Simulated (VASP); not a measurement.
A run of VASP 6.6.1:

The input INCAR:

```
PREC = Accurate
ENCUT = 520
EDIFF = 1E-6
ISMEAR = 0
SIGMA = 0.15
LREAL = False
LASPH = True
NELM = 100
ALGO = Fast
ISIF = 2
LWAVE = False
LCHARG = True
GGA = PS
LELF = True
LVHAR = True
NBANDS = 24
```

KPOINTS

```
regular mesh
0
Gamma
  14 14 14
```

Contents of POSCAR:

```
AlNi3
1.0
    0.0000000000      2.7984078593      2.5745352306
    2.7984078593      0.0000000000      2.5745352306
    2.7984078593      2.7984078593      0.0000000000
Al Ni
1 3
Direct
    0.5000000000      0.5000000000      0.5000000000
    0.2500000000      0.2500000000      0.2500000000
    0.0000000000      0.0000000000      0.0000000000
    0.7500000000      0.7500000000      0.7500000000
```

Potentials or basis: VASP PAW PBE potentials, release 64 (Al, Ni).

The run is started by

```console
$ cat potpaw_PBE.64/Al/POTCAR potpaw_PBE.64/Ni/POTCAR > POTCAR
$ mpirun -np 1 vasp_std > vasp.out
```

Hardware: 1 thread of Intel(R) Xeon(R) Platinum 8488C (Sapphire Rapids) (shared host).

Estimate the wall time of this run.

It took 3.5 min on 1 thread of Intel(R) Xeon(R) Platinum 8488C (Sapphire Rapids), on a shared host, peak memory 0.31 GiB. Counts: scf iterations 16, k points 244.
